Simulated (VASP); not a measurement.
# BN (P1) in VASP: further runs, part 3 of 3

VASP 6.6.1. Earlier steps stand in the parts before.

**5. Single point, PBE (atoms moved at random)**

The input, INCAR:

```
ALGO = Normal
EDIFF = 1E-6
ENCUT = 520
GGA = PE
ISIF = 2
ISMEAR = -1
LASPH = True
LCHARG = False
LREAL = False
LWAVE = False
NBANDS = 11
NELM = 60
PREC = Accurate
SIGMA = 0.05
```

The input, KPOINTS:

```
k-points
0
Gamma
  13 13 9
```

The input, POSCAR:

```
BN
1.0
    2.5080409239      0.0000000000      0.0000000000
   -1.2467107647      2.1762310413      0.0000000000
   -0.6306650796     -1.0881155206      3.0225400000
N B
1 1
Direct
    0.6717090000      0.3228770000      0.9778990000
    0.9805750000      0.9672400000     -0.0038620000
```

Potentials or basis: VASP PAW PBE potentials, release 64 (N, B).

The run is started by

```
$ cat potpaw_PBE.64/N/POTCAR potpaw_PBE.64/B/POTCAR > POTCAR
$ mpirun -np 1 vasp_std > vasp.out
```

OUTCAR:

```text
EDIFF = 1E-6
   ENCUT = 520
   GGA = PE
   ISIF = 2
   ISMEAR = -1
   LASPH = True
   LREAL = False
   NELM = 60
   PREC = Accurate

 ion  position               nearest neighbor table
   1  0.672  0.323  0.978-   2 1.38   2 1.45   2 1.53
   2  0.981  0.967  0.996-   1 1.38   1 1.45   1 1.53

  LATTYP: Found a face centered orthorhombic cell.
 ALAT       =     2.5153400000
 B/A-ratio  =     1.7253460765
 C/A-ratio  =     2.4032854405

  Lattice vectors:

 A1 = (  -1.8773758443,   1.0881155207,   3.0225400000)
 A2 = (   0.6306650796,   1.0881155207,   3.0225400000)
 A3 = (  -1.2467107647,   2.1762310413,   0.0000000000)

Analysis of symmetry for initial positions (statically):
=====================================================================
 Subroutine PRICEL returns:
 Original cell was already a primitive cell.

 Routine SETGRP: Setting up the symmetry group for a
 face centered orthorhombic supercell.

 Subroutine GETGRP returns: Found  1 space group operations
 (whereof  1 operations were pure point group operations)
 out of a pool of  8 trial point group operations.

The static configuration has the point symmetry C_1 .

Analysis of symmetry for dynamics (positions and initial velocities):
=====================================================================
 Subroutine PRICEL returns:
 Original cell was already a primitive cell.

 Routine SETGRP: Setting up the symmetry group for a
 face centered orthorhombic supercell.

 Subroutine GETGRP returns: Found  1 space group operations
 (whereof  1 operations were pure point group operations)
 out of a pool of  8 trial point group operations.

The dynamic configuration has the point symmetry C_1 .

 Subroutine INISYM returns: Found  1 space group operations
 (whereof  1 operations are pure point group operations),
 and found     1 'primitive' translations

[... 137 lines left out ...]
  volume/ion in A,a.u.               =       8.25        55.66
  Fermi-wavevector in a.u.,A,eV,Ry     =   1.286178  2.430523 22.507475  1.654253
  Thomas-Fermi vector in A             =   2.418268
   LORBIT       =      0    0 simple, 1 ext, 2 COOP (PROOUT), +10 PAW based schemes
   GGA     = PE    functional components
   LHFCALC =     F    Hartree Fock is set to
   AEXX    =    0.0000 exact exchange contribution
   IVDW    =     0    specifies the selected vdW correction
   LEPSILON=     F    determine dielectric tensor
   LRPA    =     F    only Hartree local field effects (RPA)
 non-spin polarized calculation
  energy-cutoff  :      520.00
  volume of cell :       16.50
 maximum number of plane-waves:       462
   NGX =  9   NGY =  9   NGZ = 13

 number of electron       8.0000001 magnetization

 Free energy of the ion-electron system (eV)
  ---------------------------------------------------
  ext. energy  EPLUGINS =         0.00000000
  ---------------------------------------------------
  free energy    TOTEN  =       -17.36719546 eV

  energy without entropy =      -17.36719546  energy(sigma->0) =      -17.36719546

 E-fermi :   4.4869     XC(G=0): -10.6841

 val. band max:        3.4648893515   @ k =   0.3846   0.3846   0.1111
 cond. band min:       6.3991152218   @ k =  -0.4615  -0.4615   0.4444
 fundamental gap:      2.9342258703
 Fermi energy:         4.4868903012

 k-point     1 :       0.0000    0.0000    0.0000
  band No.  band energies     occupation
      1     -14.8670      2.00000
      2      -0.3815      2.00000
      3       0.8211      2.00000
      4       2.6887      2.00000
      5       8.8842      0.00000
      6      13.4253      0.00000
      7      15.8451      0.00000
      8      16.3307      0.00000
      9      18.3349      0.00000
     10      28.7021      0.00000
     11      30.4878      0.00000
[... 309 lines left out ...]
 k-point    24 :       0.2308    0.1538    0.0000
  band No.  band energies     occupation
      1     -12.6935      2.00000
      2      -3.2216      2.00000
      3      -1.5165      2.00000
      4       0.8683      2.00000
      5      10.3181      0.00000
      6      13.7584      0.00000
      7      15.7970      0.00000
      8      19.0795      0.00000
      9      20.6467      0.00000
     10      24.0780      0.00000
     11      28.0795      0.00000

 [... further k-points ...]
[... 5 lines left out ...]
  --------------------------------------------------------------------------------------
  -------------------------------------------------------------------------------------
  Total       -0.3780244      1.3309493      0.8249689     -0.4749522      0.1748886      0.0527016
  in kB      -36.7129038    129.2588880     80.1191756    -46.1263232     16.9847956      5.1182617
  external PRESSURE =      57.5550533 kB  Pullay stress =       0.0000000 kB

 VOLUME and BASIS-vectors are now :
 -----------------------------------------------------------------------------
  energy-cutoff  :      520.00
  volume of cell :       16.50
      direct lattice vectors                 reciprocal lattice vectors
     2.508040924  0.000000000  0.000000000     0.398717577  0.228415773  0.165423783
    -1.246710765  2.176231041  0.000000000     0.000000000  0.459510034  0.165423783
    -0.630665080 -1.088115521  3.022540000     0.000000000  0.000000000  0.330847565

 POSITION                                       TOTAL-FORCE (eV/Angst)
 -----------------------------------------------------------------------------------
      0.66541     -0.36141      2.95574        -1.499493     -2.868741      0.632097
      0.62522      1.02102      3.01087         1.499493      2.868741     -0.632097
 -----------------------------------------------------------------------------------
    total drift:                               -0.000110     -0.000229     -0.000081

  FREE ENERGIE OF THE ION-ELECTRON SYSTEM (eV)
  ---------------------------------------------------
  free  energy   TOTEN  =       -17.3671954605 eV

  energy  without entropy=      -17.3671954605  energy(sigma->0) =      -17.36719546
```

OSZICAR:

```text
N       E                     dE             d eps       ncg     rms          rms(c)
DAV:   1     0.120173774721E+02    0.12017E+02   -0.46886E+03 17121   0.689E+02
DAV:   2    -0.184082328574E+02   -0.30426E+02   -0.29328E+02 19827   0.161E+02
DAV:   3    -0.190945629510E+02   -0.68633E+00   -0.68530E+00 20491   0.219E+01
DAV:   4    -0.190962384228E+02   -0.16755E-02   -0.16754E-02 18114   0.120E+00
DAV:   5    -0.190962438213E+02   -0.53985E-05   -0.53985E-05 20352   0.613E-02    0.799E+00
DAV:   6    -0.175390410839E+02    0.15572E+01   -0.52501E+00 19302   0.128E+01    0.363E+00
DAV:   7    -0.174005896042E+02    0.13845E+00   -0.22421E-01 19951   0.367E+00    0.222E+00
DAV:   8    -0.173667478021E+02    0.33842E-01   -0.98522E-02 20115   0.202E+00    0.265E-01
DAV:   9    -0.173669319630E+02   -0.18416E-03   -0.25856E-03 18035   0.427E-01    0.137E-01
DAV:  10    -0.173671783745E+02   -0.24641E-03   -0.40127E-04 18948   0.155E-01    0.241E-02
DAV:  11    -0.173671935603E+02   -0.15186E-04   -0.25617E-05 19181   0.380E-02    0.191E-02
DAV:  12    -0.173671953112E+02   -0.17509E-05   -0.54124E-06 18491   0.162E-02    0.152E-03
DAV:  13    -0.173671954605E+02   -0.14934E-06   -0.29757E-07 13376   0.464E-03
   1 F= -.17367195E+02 E0= -.17367195E+02  d E =-.499911E-11
```

stdout:

```text
POSCAR found type information on POSCAR N B
 POSCAR found :  2 types and       2 ions
 scaLAPACK will be used
 LDA part: xc-table for (Slater+PW92), standard interpolation
 -----------------------------------------------------------------------------
|                                                                             |
|           W    W    AA    RRRRR   N    N  II  N    N   GGGG   !!!           |
|           W    W   A  A   R    R  NN   N  II  NN   N  G    G  !!!           |
|           W    W  A    A  R    R  N N  N  II  N N  N  G       !!!           |
|           W WW W  AAAAAA  RRRRR   N  N N  II  N  N N  G  GGG   !            |
|           WW  WW  A    A  R   R   N   NN  II  N   NN  G    G                |
|           W    W  A    A  R    R  N    N  II  N    N   GGGG   !!!           |
|                                                                             |
|     Your reciprocal lattice and k-lattice belong to different lattice       |
|     classes:                                                                |
|                                                                             |
|        The reciprocal lattice is body-centered orthorhombic,                |
|        whereas your k-lattice is base-centered monoclinic.                  |
|                                                                             |
|     Results are often still useful ...                                      |
|                                                                             |
 -----------------------------------------------------------------------------

 POSCAR, INCAR and KPOINTS ok, starting setup
 FFT: planning ... GRIDC
 FFT: planning ... GRID_SOFT
 FFT: planning ... GRID
 WAVECAR not read
 entering main loop
```

It took 75 s on 1 thread of Intel Xeon Platinum 8259CL at 2.50GHz (Skylake/Cascade Lake), shared host; peak memory 0.24 GiB.

What came out:

```yaml
Free_energy: -17.3672 eV
Pressure: 5.8 GPa
Largest_force: 3.298 eV/Å
Band_gap_on_the_k_mesh: 2.93 eV, indirect (least direct gap 4.49 eV)
```

Forces on the atoms (eV/Å):
```
N   -1.499 -2.869  0.632
B    1.499  2.869 -0.632
```

Levels at points of the mesh, in eV from the valence-band top:
| k point | band 1 | band 2 | band 3 | band 4 | band 5 | band 6 | band 7 | band 8 | band 9 |
| --- | --- | --- | --- | --- | --- | --- | --- | --- | --- |
| (0.00, 0.00, 0.00) | -18.33 | -3.85 | -2.64 | -0.78 | 5.42 | 9.96 | 12.38 | 12.87 | 14.87 |

Caveat: the cell differs from its parent crystal (atoms moved at random); forces of over 1 eV/Å act on the atoms, so gaps and moduli don't describe the material at rest.

**6. Single point, PBE (volume scaled by 1.02)**

The input, INCAR:

```
SYSTEM = BN
  PREC = Accurate
  ENCUT = 520
  EDIFF = 1E-6
  ISMEAR = -1
  SIGMA = 0.05
  LREAL = .False.
  LASPH = .True.
  NELM = 60
  ALGO = Normal
  ISIF = 2
  LWAVE = .False.
  LCHARG = .False.
  GGA = PE
  NBANDS = 11
```

The input, KPOINTS:

```
regular mesh
0
Gamma
  13 13 9
  0 0 0
```

The input, POSCAR:

```
BN
1.0
    2.5246509505      0.0000000000      0.0000000000
   -1.2549673680      2.1906435874      0.0000000000
   -0.6348417913     -1.0953217937      3.0425574046
N B
1 1
Direct
    0.6685060000      0.3323850000      0.9849990000
    0.9796430000      0.9834990000      0.0018060000
```

Potentials or basis: VASP PAW PBE potentials, release 64 (N, B).

The run is started by

```
$ cat potpaw_PBE.64/N/POTCAR potpaw_PBE.64/B/POTCAR > POTCAR
$ mpirun -np 1 vasp_std > vasp.out
```

Wall time 94 s (1 thread of Intel Xeon Platinum 8259CL at 2.50GHz (Skylake/Cascade Lake), shared host); peak memory 0.24 GiB.

The run converged. Its results:

| Item | Value |
| --- | --- |
| Free energy | -17.4124 eV |
| Pressure | -0.2 GPa |
| Largest force | 2.604 eV/Å |
| Band gap on the k mesh | 2.85 eV, indirect (least direct gap 4.49 eV) |

Forces on the atoms (eV/Å):
```
N   -1.577 -1.983  0.604
B    1.577  1.983 -0.604
```

Stress tensor (GPa, compression positive):
```
-9.20 -4.29  0.51
-4.29  1.10  1.11
 0.51  1.11  7.47
```

Levels at points of the mesh, in eV from the valence-band top:
```
           k point  band 2  band 3  band 4  band 5  band 6  band 7
(0.00, 0.00, 0.00)   -3.80   -2.55   -0.94    5.34    9.97   12.05
```

Caveat: the cell differs from its parent crystal (volume scaled by 1.02); forces of over 1 eV/Å act on the atoms, so gaps and moduli don't describe the material at rest. A k mesh can miss the band edges.

**7. Single point, PBE0**

This run uses another cell than the first one, of 8.74 Å³/atom, 1.060 times its volume.

The input, POSCAR:

```
BN
1.0
    2.5572306852      0.0000000000      0.0000000000
   -1.2711622815      2.2189130743      0.0000000000
   -0.6430342018     -1.1094565371      3.0818205403
N B
1 1
Direct
    0.6685060000      0.3323850000      0.9849990000
    0.9796430000      0.9834990000      0.0018060000
```

The input, INCAR.step1:

```
PREC = Accurate
ENCUT = 520
EDIFF = 1E-5
ISMEAR = -1
SIGMA = 0.05
LREAL = F
LASPH = T
NELM = 60
ALGO = Normal
ISIF = 2
LWAVE = T
LCHARG = F
NBANDS = 11
GGA = PE
```

The input, INCAR.step2:

```
PREC = Accurate
ENCUT = 520
EDIFF = 1E-6
ISMEAR = -1
SIGMA = 0.05
LREAL = F
LASPH = T
NELM = 60
ALGO = Normal
ISIF = 2
LWAVE = F
LCHARG = F
GGA = PE
LHFCALC = T
AEXX = 0.25
PRECFOCK = Normal
NBANDS = 11
ISTART = 1
```

The input, KPOINTS:

```
regular mesh
0
Gamma
  6 6 4
```

The run is started by

```
$ cat potpaw_PBE.64/N/POTCAR potpaw_PBE.64/B/POTCAR > POTCAR
$ cp INCAR.step1 INCAR
$ mpirun -np 1 vasp_std > vasp.out
$ cp INCAR.step2 INCAR
$ mpirun -np 1 vasp_std > vasp.out
```

Wall time 6.3 min (1 thread of AMD EPYC 9R45 (Zen 5), shared host); peak memory 0.11 GiB.

Results (log left out):

```
Free energy            : -21.1326 eV
Pressure               : -15.0 GPa
Largest force          : 2.471 eV/Å
Band gap on the k mesh : 4.95 eV, indirect (least direct gap 6.52 eV)
```

Forces in eV/Å, atoms in the order of the input:
```
N   -1.485 -1.855  0.678
B    1.485  1.855 -0.678
```

Stress tensor (GPa, compression positive):
```
-28.58  -2.72   0.46
 -2.72 -21.76   0.98
  0.46   0.98   5.46
```

Levels at points of the mesh, in eV from the valence-band top:
| k point | band 1 | band 2 | band 3 | band 4 | band 5 | band 6 | band 7 | band 8 |
| --- | --- | --- | --- | --- | --- | --- | --- | --- |
| (0.00, 0.00, 0.00) | -19.54 | -3.81 | -2.64 | -0.92 | 7.40 | 12.41 | 14.49 | 15.34 |
| (0.50, 0.00, 0.00) | -16.08 | -9.54 | -5.09 | -1.48 | 7.06 | 11.37 | 15.78 | 19.30 |
| (0.00, 0.50, 0.00) | -16.21 | -9.88 | -4.29 | -0.92 | 5.92 | 11.51 | 16.06 | 19.33 |
| (0.50, 0.50, 0.00) | -16.30 | -10.03 | -4.45 | 0.00 | 8.46 | 10.94 | 14.54 | 16.61 |
| (0.00, 0.00, 0.50) | -19.00 | -7.11 | -2.66 | -0.97 | 12.07 | 13.03 | 14.13 | 14.49 |
| (0.50, 0.00, 0.50) | -16.08 | -9.55 | -5.09 | -1.38 | 6.73 | 11.40 | 16.04 | 19.50 |
| (0.00, 0.50, 0.50) | -16.21 | -9.88 | -4.29 | -1.01 | 6.14 | 11.45 | 15.93 | 19.19 |
| (0.50, 0.50, 0.50) | -15.99 | -9.51 | -4.60 | -2.07 | 4.95 | 11.04 | 17.66 | 21.87 |

Caveat: the k points lie up to 0.51 Å⁻¹ apart; the PAW data sets were made with another functional, which shifts forces and pressure a little. A k mesh can miss the band edges.

**8. Summary**

```csv
level,cell,k mesh,grid for exact exchange (PRECFOCK),gap on the mesh (eV),pressure (GPa),largest force (eV/Å)
PBE0,"a = 2.508, b = 2.508, c = 3.274 Å, angles 101.1, 101.1, 119.8°, 2 atoms",7 × 7 × 5,Normal,5.14,-0.5,2.81
B3LYP,"a = 2.508, b = 2.508, c = 3.274 Å, angles 101.1, 101.1, 119.8°, 2 atoms",7 × 7 × 5,Normal,4.86,2.0,2.74
PBE,"a = 2.491, b = 2.491, c = 3.252 Å, angles 101.1, 101.1, 119.8°, 2 atoms",13 × 13 × 9,-,2.83,10.8,2.85
PBE,"a = 2.508, b = 2.508, c = 3.274 Å, angles 101.1, 101.1, 119.8°, 2 atoms",13 × 13 × 9,-,2.93,5.8,3.30
PBE,"a = 2.525, b = 2.525, c = 3.295 Å, angles 101.1, 101.1, 119.8°, 2 atoms",13 × 13 × 9,-,2.85,-0.2,2.60
PBE0,"a = 2.557, b = 2.557, c = 3.338 Å, angles 101.1, 101.1, 119.8°, 2 atoms",6 × 6 × 4,Normal,4.95,-15.0,2.47
```

Some of these runs hold the atoms at other places in the same cell, which the table doesn't show; runs alike in all that it shows share one row.

Alike in all rows: task single point; potentials or basis VASP PAW PBE potentials, release 64 (N, B); no spin polarisation; cutoff (eV) 520; smearing fermi-dirac 0.05 eV.

Caveats: some runs use coarse meshes; the PAW data sets were made with another functional, which shifts forces and pressure a little (some runs); forces of over 1 eV/Å act on the atoms, so gaps and moduli don't describe the material at rest (some runs).

Absolute energies hang on the potentials; compare differences alone.
